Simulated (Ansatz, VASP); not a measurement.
# Yb in VASP and in Ansatz

Contents of INCAR:

```
SYSTEM = Yb
PREC = Accurate ; ENCUT = 520
EDIFF = 1E-6 ; ISMEAR = 0
SIGMA = 0.15 ; LREAL = .False.
LASPH = .True. ; NELM = 60
ALGO = Normal ; ISIF = 2
LWAVE = .False. ; LCHARG = .False.
GGA = PE ; NBANDS = 18
```

KPOINTS

```
regular mesh
0
Gamma
  16 16 16
  0 0 0
```

POSCAR

```
Yb
1.0
    0.0000000000      2.5764892256      2.5764892256
    2.5764892256      0.0000000000      2.5764892256
    2.5764892256      2.5764892256      0.0000000000
Yb
1
Direct
    0.0000000000      0.0000000000      0.0000000000
```

Input for Ansatz:

```yaml
crystal:
  lattice:
    - [0.0, 2.5764892256, 2.5764892256]
    - [2.5764892256, 0.0, 2.5764892256]
    - [2.5764892256, 2.5764892256, 0.0]
  atoms:
    - { symbol: Yb, position: [0.0, 0.0, 0.0] }
basis:
  ecutwfc: 420
kpoints:
  mp_grid: { grid: [16, 16, 16] }
hamiltonian:
  xc: pbe
scf:
  occupations: { method: gaussian, width: 0.15 }
output:
  forces: true
  stress: true
  eigenvalues: true
```

Alike in both runs: task single point; functional PBE; k mesh 16 × 16 × 16; occupations gaussian, width 0.15 eV; no spin polarisation.

|  | VASP | Ansatz |
| --- | --- | --- |
| version | VASP 6.6.1 | Ansatz 0.2.0 |
| potentials or method | VASP PAW PBE potentials, release 64 (Yb), cutoff 520 eV | scalar-relativistic, plane waves, PAW |
| valence electrons in the cell | 24 | 24 |

Ansatz gave:

- gap on the k mesh at the Fermi level (eV): none
- pressure (GPa): 0.8

Q: Which values does VASP return?

A: gap on the k mesh at the Fermi level (eV): none; pressure (GPa): 0.1.

A gap of «none» marks a metal or a gap that the smearing closes.

Spin-orbit coupling is off throughout.
